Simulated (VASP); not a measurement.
Crystal: TePb.

```
CELL_PARAMETERS angstrom
-0.17738 3.22117 3.22117
3.22117 -0.17738 3.22117
3.22117 3.22117 -0.17738
ATOMIC_POSITIONS crystal
Pb 0.00000 0.00000 0.00000
Te 0.50000 0.50000 0.50000
```

This cell differs from its parent crystal: epitaxial 111 strain +4.0%.

Base run:

- Program: VASP 6.6.1
- Functional: r2SCAN
- Potentials or basis: VASP PAW PBE potentials, release 64 (Pb_d, Te)
- Cutoff: 520 eV
- k mesh: 8 × 8 × 8
- Occupations: gaussian, width 0.01 eV
- Spin: no spin polarisation

Its results: band gap on the k mesh 0.64 eV (least direct gap 1.02 eV); pressure -1.5 GPa.

The run is repeated on the same cell with these changes: functional from r2SCAN to PBE; occupations from gaussian, width 0.01 eV to fermi-dirac, width 0.02 eV. What comes out?

Band gap on the k mesh 0.39 eV (least direct gap 0.75 eV); pressure -0.9 GPa.

Caveats: the structure was generated, so it needn't be the stable form of TePb; spin-orbit coupling is left out, which moves the levels of the heavy elements; the PAW data sets were made with another functional, which shifts forces and pressure a little (at least some runs).

A k mesh can miss the band edges.
